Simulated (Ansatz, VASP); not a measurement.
## Zr2SiO4: VASP beside Ansatz

```xyz
7
Lattice="3.5974 0.0000 0.0000 -1.7987 3.1155 0.0000 0.0000 0.0000 21.3728" Properties=species:S:1:pos:R:3 pbc="T T T"
O     0.0000    0.0000    4.0000
O     0.0000    2.0770    5.4686
O     1.7987    1.0385    6.8350
O     0.0000    0.0000    8.3728
Zr    1.7987    1.0385    4.7343
Zr    0.0000    2.0770    7.5796
Si   -0.2998    0.5192   11.3728
```

Alike in both runs: task single point; functional PBE; dispersion D3(BJ); k mesh 9 × 9 × 1; occupations gaussian, width 0.05 eV; collinear spin.

|  | VASP | Ansatz |
| --- | --- | --- |
| version | VASP 6.6.1 | Ansatz 0.2.0 |
| potentials or method | VASP PAW PBE potentials, release 64 (O, Zr_sv, Si), cutoff 520 eV | scalar-relativistic, plane waves, PAW |
| valence electrons in the cell | 52 | 52 |

Ansatz gave:

| Item | Value |
| --- | --- |
| gap on the k mesh at the Fermi level (eV) | none |
| rms of the force components (eV/Å) | 0.180 |
| net moment per atom (μB) | 0.01 |
| size of the moment on the site where the two differ most (μB) | 0.02 |

**Question.** Estimate VASP's values.

**Answer.** gap on the k mesh at the Fermi level (eV): none; rms of the force components (eV/Å): 0.182; net moment per atom (μB): 0.03; size of the moment on the site where the two differ most (μB): 0.07.

Site moments also hang on the region over which each program counts them. A gap of «none» marks a metal or a gap that the smearing closes. Ansatz's warnings: seeded moment not kept.
